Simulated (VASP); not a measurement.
# Cr (P6_3/mmc) in VASP: further runs, part 2 of 2

VASP 6.6.1. The steps go on from the part before.

## (4) Single point, PBEsol, collinear spin, ferromagnetic start (12.86 Å³/atom)

This run uses another cell than the first one, of 12.86 Å³/atom.

The input, INCAR:

```
ALGO = Normal
EDIFF = 1E-7
ENCUT = 520
GGA = PS
ISIF = 2
ISMEAR = -1
ISPIN = 2
LASPH = T
LCHARG = F
LMAXMIX = 4
LORBIT = 11
LREAL = F
LWAVE = F
MAGMOM = 1.5 1.5
NBANDS = 23
NELM = 150
PREC = Accurate
SIGMA = 0.05
```

The input, KPOINTS:

```
k-points
0
Gamma
  16 16 8
```

The input, POSCAR:

```
Cr
1.0
    2.5514694409      0.0000000000      0.0000000000
   -1.2757347204      2.2096373528      0.0000000000
    0.0000000000      0.0000000000      4.5635107271
Cr
2
Direct
    0.3333333333      0.6666666667      0.2500000000
    0.6666666667      0.3333333333      0.7500000000
```

Potentials or basis: VASP PAW PBE potentials, release 64 (Cr_pv).

Launch:

```sh
$ cat potpaw_PBE.64/Cr_pv/POTCAR > POTCAR
$ mpirun -np 1 vasp_std > vasp.out
```

OUTCAR:

```text
EDIFF = 1E-7
   ENCUT = 520
   GGA = PS
   ISIF = 2
   ISMEAR = -1
   ISPIN = 2
   LASPH = T
   LORBIT = 11
   LREAL = F
   NELM = 150
   PREC = Accurate

 ion  position               nearest neighbor table
   1  0.333  0.667  0.250-   2 2.72   2 2.72   2 2.72   2 2.72   2 2.72   2 2.72
   2  0.667  0.333  0.750-   1 2.72   1 2.72   1 2.72   1 2.72   1 2.72   1 2.72

  LATTYP: Found a hexagonal cell.
 ALAT       =     2.5514694409
 C/A-ratio  =     1.7885813774

  Lattice vectors:

 A1 = (   2.5514694409,   0.0000000000,   0.0000000000)
 A2 = (  -1.2757347204,   2.2096373528,   0.0000000000)
 A3 = (   0.0000000000,   0.0000000000,   4.5635107271)

Analysis of symmetry for initial positions (statically):
=====================================================================
 Subroutine PRICEL returns:
 Original cell was already a primitive cell.

 Routine SETGRP: Setting up the symmetry group for a
 hexagonal supercell.

 Subroutine GETGRP returns: Found 24 space group operations
 (whereof 12 operations were pure point group operations)
[... 819 lines left out ...]

 k-point     1 :       0.0000    0.0000    0.0000
  band No.  band energies     occupation
      1     -33.8540      1.00000
      2     -33.3357      1.00000
      3     -33.1869      1.00000
      4     -33.1869      1.00000
      5     -33.1362      1.00000
      6     -33.1362      1.00000
[... 613 lines left out ...]
     22      20.4845      0.00000
     23      21.7369      0.00000

 [... further k-points ...]
[... 5 lines left out ...]
  --------------------------------------------------------------------------------------
  -------------------------------------------------------------------------------------
  Total       -3.8891840     -3.8891840     -3.4627822     -0.0000000      0.0000000      0.0000000
  in kB     -242.1913503   -242.1913503   -215.6380093     -0.0000000      0.0000000      0.0000000
  external PRESSURE =    -233.3402366 kB  Pullay stress =       0.0000000 kB

 VOLUME and BASIS-vectors are now :
 -----------------------------------------------------------------------------
  energy-cutoff  :      520.00
  volume of cell :       25.73
      direct lattice vectors                 reciprocal lattice vectors
     2.551469441  0.000000000  0.000000000     0.391931012  0.226281475  0.000000000
    -1.275734720  2.209637353  0.000000000     0.000000000  0.452562951  0.000000000
     0.000000000  0.000000000  4.563510727     0.000000000  0.000000000  0.219129539

 POSITION                                       TOTAL-FORCE (eV/Angst)
 -----------------------------------------------------------------------------------
     -0.00000      1.47309      1.14088         0.000000     -0.000000      0.000000
      1.27573      0.73655      3.42263        -0.000000      0.000000      0.000000
 -----------------------------------------------------------------------------------
    total drift:                               -0.000000      0.000000     -0.000000

  FREE ENERGIE OF THE ION-ELECTRON SYSTEM (eV)
  ---------------------------------------------------
  free  energy   TOTEN  =       -19.4332400322 eV

  energy  without entropy=      -19.4027263806  energy(sigma->0) =      -19.41798321

 total charge

# of ion       s       p       d       tot
------------------------------------------
    1        0.406   6.332   4.129  10.868
    2        0.406   6.332   4.129  10.868
--------------------------------------------------
tot          0.813  12.664   8.259  21.736

 magnetization (x)

# of ion       s       p       d       tot
------------------------------------------
    1       -0.000  -0.000  -0.000  -0.000
    2       -0.000  -0.000  -0.000  -0.000
--------------------------------------------------
tot         -0.000  -0.000  -0.000  -0.000
```

stdout:

```text
POSCAR found type information on POSCAR Cr
 POSCAR found :  1 types and       2 ions
 scaLAPACK will be used
 -----------------------------------------------------------------------------
|                                                                             |
|                                                                             |
|     You enforced a specific xc type in the INCAR file but a different       |
|     I HOPE YOU KNOW WHAT YOU ARE DOING!                                     |
|                                                                             |
 -----------------------------------------------------------------------------

 LDA part: xc-table for (Slater+PW92), standard interpolation
 POSCAR, INCAR and KPOINTS ok, starting setup
 FFT: planning ... GRIDC
 FFT: planning ... GRID_SOFT
 FFT: planning ... GRID
 WAVECAR not read
 entering main loop
```

Wall time 2 min (1 thread of Intel Xeon Platinum 8488C (Sapphire Rapids), shared host); peak memory 0.24 GiB.

Results:

```
Free energy                                           : -19.4332 eV
Pressure                                              : -23.3 GPa
Band gap on the k mesh                                : zero (filled and empty bands overlap)
Net moment                                            : 0.00 μB per cell
Valence electrons inside the program's atomic spheres : Cr 10.87
```

Stress tensor (GPa, compression positive):
```
-24.22   0.00   0.00
  0.00 -24.22   0.00
  0.00   0.00 -21.56
```

Caveat: the cell stands under tension; an empty level that is flat over the whole mesh can mark a ghost state of the potentials, or a narrow d or f band; the PAW data sets were made with another functional, which shifts forces and pressure a little.

## (5) Relaxation of cell and atoms, PBEsol, collinear spin, ferromagnetic start

This run uses another cell than the first one, of 11.99 Å³/atom.

The input, INCAR:

```
ALGO = Normal
EDIFF = 1E-6
EDIFFG = -0.01
ENCUT = 600
GGA = PS
IBRION = 2
ISIF = 3
ISMEAR = -1
ISPIN = 2
LASPH = True
LCHARG = False
LMAXMIX = 4
LORBIT = 11
LREAL = False
LWAVE = False
MAGMOM = 1.5 1.5
NELM = 150
NSW = 80
PREC = Accurate
SIGMA = 0.05
```

The input, KPOINTS:

```
k-points
0
Gamma
  14 14 8
```

The input, POSCAR:

```
Cr
1.0
    2.5692592270      0.0000000000      0.0000000000
   -1.2846296135      2.2250437595      0.0000000000
    0.0000000000      0.0000000000      4.1956003177
Cr
2
Direct
    0.3333333333      0.6666666667      0.2500000000
    0.6666666667      0.3333333333      0.7500000000
```

Potentials or basis: VASP PAW PBE potentials, release 64 (Cr_pv).

Launch:

```sh
$ cat potpaw_PBE.64/Cr_pv/POTCAR > POTCAR
$ mpirun -np 1 vasp_std > vasp.out
```

OUTCAR:

```text
EDIFF = 1E-6
   EDIFFG = -0.01
   ENCUT = 600
   GGA = PS
   IBRION = 2
   ISIF = 3
   ISMEAR = -1
   ISPIN = 2
   LASPH = True
   LORBIT = 11
   LREAL = False
   NELM = 150
   NSW = 80
   PREC = Accurate

 ion  position               nearest neighbor table
   1  0.333  0.667  0.250-   2 2.57   2 2.57   2 2.57   2 2.57   2 2.57   2 2.57
   2  0.667  0.333  0.750-   1 2.57   1 2.57   1 2.57   1 2.57   1 2.57   1 2.57

  LATTYP: Found a hexagonal cell.
 ALAT       =     2.5692592270
 C/A-ratio  =     1.6330000000

  Lattice vectors:

 A1 = (   2.5692592270,   0.0000000000,   0.0000000000)
 A2 = (  -1.2846296135,   2.2250437595,   0.0000000000)
 A3 = (   0.0000000000,   0.0000000000,   4.1956003177)

Analysis of symmetry for initial positions (statically):
=====================================================================
 Subroutine PRICEL returns:
 Original cell was already a primitive cell.

 Routine SETGRP: Setting up the symmetry group for a
[... 428 lines left out ...]
 fundamental gap:      0.0103210384
 Fermi energy:        10.7546164725

 spin component 1

 k-point     1 :       0.0000    0.0000    0.0000
  band No.  band energies     occupation
      1     -32.3900      1.00000
      2     -31.6249      1.00000
      3     -31.4620      1.00000
      4     -31.4620      1.00000
      5     -31.3898      1.00000
      6     -31.3898      1.00000
[... 493 lines left out ...]
     17      17.9140      0.00000
     18      18.2308      0.00000

 [... further k-points ...]

 spin component 2

 k-point     1 :       0.0000    0.0000    0.0000
  band No.  band energies     occupation
      1     -32.3900      1.00000
      2     -31.6249      1.00000
      3     -31.4620      1.00000
      4     -31.4620      1.00000
      5     -31.3898      1.00000
      6     -31.3898      1.00000
[... 524 lines left out ...]
  FREE ENERGIE OF THE ION-ELECTRON SYSTEM (eV)
  ---------------------------------------------------
  free  energy   TOTEN  =       -19.6607628179 eV

  energy  without entropy=      -19.6349914104  energy(sigma->0) =      -19.64787711

 reached required accuracy - stopping structural energy minimisation

 total charge

# of ion       s       p       d       tot
------------------------------------------
    1        0.445   6.396   4.260  11.101
    2        0.445   6.396   4.260  11.101
--------------------------------------------------
tot          0.891  12.792   8.519  22.202

 magnetization (x)

# of ion       s       p       d       tot
------------------------------------------
    1       -0.000   0.000   0.000   0.000
    2       -0.000   0.000   0.000   0.000
--------------------------------------------------
tot         -0.000   0.000   0.000   0.000
```

Run time: 5.5 min. Hardware: 1 thread of AMD EPYC 9R45 (Zen 5), shared host; peak memory 0.21 GiB.

Results:

```
Free energy                                           : -19.6608 eV
Relaxed volume                                        : 11.46 Å³/atom
Relaxed cell                                          : a = 2.455 Å, b = 2.455 Å, c = 4.393 Å, α = 90.00°, β = 90.00°, γ = 120.00°
Space group after relaxing (to 0.1 Å)                 : P6_3/mmc (No. 194)
Energy gained by relaxing                             : 63.8 meV/atom
Ionic steps                                           : 7
Pressure after relaxing                               : -0.1 GPa
Band gap on the k mesh                                : zero (filled and empty bands overlap)
Net moment                                            : 0.00 μB per cell
Valence electrons inside the program's atomic spheres : Cr 11.10
```

Step by step:
```csv
step,energy change (eV),largest force (eV/Å),pressure (GPa),volume (Å³)
1,0.0000,0.0000,-11.05,23.99
2,0.0117,0.0000,22.93,21.21
3,-0.0671,0.0000,3.26,22.58
4,-0.1194,0.0000,4.41,22.53
5,-0.1214,0.0000,4.83,22.51
6,-0.1142,0.0000,-6.65,23.56
7,-0.1276,0.0000,-0.05,22.93
```

Final structure:
```yaml
crystal:
  lattice:
    - [2.45487, 0.00000, 0.00000]
    - [-1.22743, 2.12598, 0.00000]
    - [0.00000, 0.00000, 4.39317]
  atoms:
    - { symbol: Cr, position: [0.33333, 0.66667, 0.25000] }
    - { symbol: Cr, position: [0.66667, 0.33333, 0.75000] }
```

Levels at points of the mesh, in eV from the Fermi level:
Spin up:
| k point | band 9 | band 10 | band 11 | band 12 | band 13 | band 14 | band 15 | band 16 |
| --- | --- | --- | --- | --- | --- | --- | --- | --- |
| (0.00, 0.00, 0.00) | -1.27 | -0.38 | -0.38 | -0.20 | -0.03 | -0.03 | 1.12 | 1.12 |
| (0.50, 0.00, 0.00) | -3.58 | -1.00 | -0.56 | -0.28 | -0.17 | 2.41 | 2.98 | 3.11 |
| (0.00, 0.00, 0.50) | -1.67 | -1.67 | -0.35 | -0.35 | -0.35 | -0.35 | 1.88 | 1.88 |
| (0.50, 0.00, 0.50) | -2.60 | -2.60 | 0.97 | 0.97 | 1.38 | 1.38 | 3.05 | 3.05 |
Spin down:
| k point | band 9 | band 10 | band 11 | band 12 | band 13 | band 14 | band 15 | band 16 |
| --- | --- | --- | --- | --- | --- | --- | --- | --- |
| (0.00, 0.00, 0.00) | -1.27 | -0.38 | -0.38 | -0.20 | -0.03 | -0.03 | 1.12 | 1.12 |
| (0.50, 0.00, 0.00) | -3.58 | -1.00 | -0.56 | -0.28 | -0.17 | 2.41 | 2.98 | 3.11 |
| (0.00, 0.00, 0.50) | -1.67 | -1.67 | -0.35 | -0.35 | -0.35 | -0.35 | 1.88 | 1.88 |
| (0.50, 0.00, 0.50) | -2.60 | -2.60 | 0.97 | 0.97 | 1.38 | 1.38 | 3.05 | 3.05 |

Caveat: the PAW data sets were made with another functional, which shifts forces and pressure a little.
